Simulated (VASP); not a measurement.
A run of VASP 6.6.1 is set up as follows.

The input INCAR:

```
SYSTEM = Nb
  PREC = Accurate
  ENCUT = 520
  EDIFF = 1E-6
  ISMEAR = -1
  SIGMA = 0.1
  LREAL = .False.
  LASPH = .True.
  NELM = 80
  ALGO = Normal
  ISIF = 2
  LWAVE = .False.
  LCHARG = .True.
  GGA = RE
  LELF = .True.
  LVHAR = .True.
  NBANDS = 12
```

Contents of KPOINTS:

```
regular mesh
0
Gamma
  13 13 13
  0 0 0
```

POSCAR

```
Nb
1.0
    2.8379377857      0.0000000000      0.0000000000
    0.0000000000      2.8379377857      0.0000000000
    0.0000000000      0.0000000000      2.8379377857
Nb
1
Direct
    0.0000000000      0.0000000000      0.0000000000
```

Potentials or basis: VASP PAW PBE potentials, release 64 (Nb_sv).

The run is started by

```sh
$ cat potpaw_PBE.64/Nb_sv/POTCAR > POTCAR
$ mpirun -np 1 vasp_std > vasp.out
```

Question: Predict the pressure.

Answer: -11.7 GPa.

Caveat: the PAW data sets were made with another functional, which shifts forces and pressure a little.
